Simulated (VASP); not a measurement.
A run of VASP 6.6.1 is set up as follows.

Contents of INCAR:

```
PREC     = Accurate       # precision mode
ENCUT    = 520            # plane-wave cutoff, eV
EDIFF    = 1E-6           # SCF threshold, eV
ISMEAR   = 0              # smearing method
SIGMA    = 0.1            # smearing width, eV
LREAL    = F              # projectors in reciprocal space
LASPH    = T              # aspherical terms in the spheres
NELM     = 100            # most SCF steps
ALGO     = Normal         # electronic algorithm
ISIF     = 2              # what is computed and relaxed
LWAVE    = F              # write WAVECAR
LCHARG   = F              # write CHGCAR
LDIPOL   = T            
IDIPOL   = 3            
DIPOL    = 0.5 0.5 0.500
GGA      = PE             # functional
NBANDS   = 46             # bands
```

KPOINTS

```
regular mesh
0
Gamma
  10 10 1
```

Contents of POSCAR:

```
NbAs
1.0
    3.4734820522      0.0000000000      0.0000000000
    0.0000000000      3.4734820522      0.0000000000
    0.0000000000      0.0000000000     24.7728719669
As Nb
4 4
Direct
    0.0000000000      0.0000000000      0.3027505253
    0.5000000000      0.0000000000      0.4213193810
    0.5000000000      0.5000000000      0.5398882367
    0.0000000000      0.5000000000      0.6584570925
    0.5000000000      0.5000000000      0.3415429075
    0.0000000000      0.5000000000      0.4601117633
    0.0000000000      0.0000000000      0.5786806190
    0.5000000000      0.0000000000      0.6972494747
```

Potentials or basis: VASP PAW PBE potentials, release 64 (As, Nb_sv).

Launch:

```console
$ cat potpaw_PBE.64/As/POTCAR potpaw_PBE.64/Nb_sv/POTCAR > POTCAR
$ mpirun -np 1 vasp_std > vasp.out
```

(1) Estimate the largest force.

(2) What does it give for the band gap on the k mesh?

## Answers

(1) 0.994 eV/Å.

(2) zero (bands 36 and 37 overlap by 1.02 eV).
